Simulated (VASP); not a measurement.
Runs of VASP 6.6.1 on KBr. The structure is that of space group Pm-3m (No. 221), or close to it. The cells are those of the table. 

```csv
cell,gap on the mesh (eV),pressure (GPa)
"a = 4.043, b = 4.043, c = 4.286 Å, 2 atoms",(a),-0.8
"a = 4.043, b = 4.043, c = 3.983 Å, 2 atoms",3.86,0.2
"a = 4.043, b = 4.043, c = 3.922 Å, 2 atoms",(c),0.5
"a = 4.043, b = 4.043, c = 4.104 Å, 2 atoms",3.79,-0.2
"a = 4.043, b = 4.043, c = 4.256 Å, 2 atoms",3.61,-0.8
"a = 4.043, b = 4.043, c = 3.862 Å, 2 atoms",3.82,(b)
```

Alike in all rows: task single point; level PBE; potentials or basis VASP PAW PBE potentials, release 64 (K_sv, Br); no spin polarisation; k mesh 6 × 6 × 6; cutoff (eV) 520; smearing gaussian 0.05 eV.

Question: Estimate the missing entries.

Answer: (a) 3.57; (b) 0.8; (c) 3.84.

A k mesh can miss the band edges, and the runs leave out spin-orbit coupling on Br.
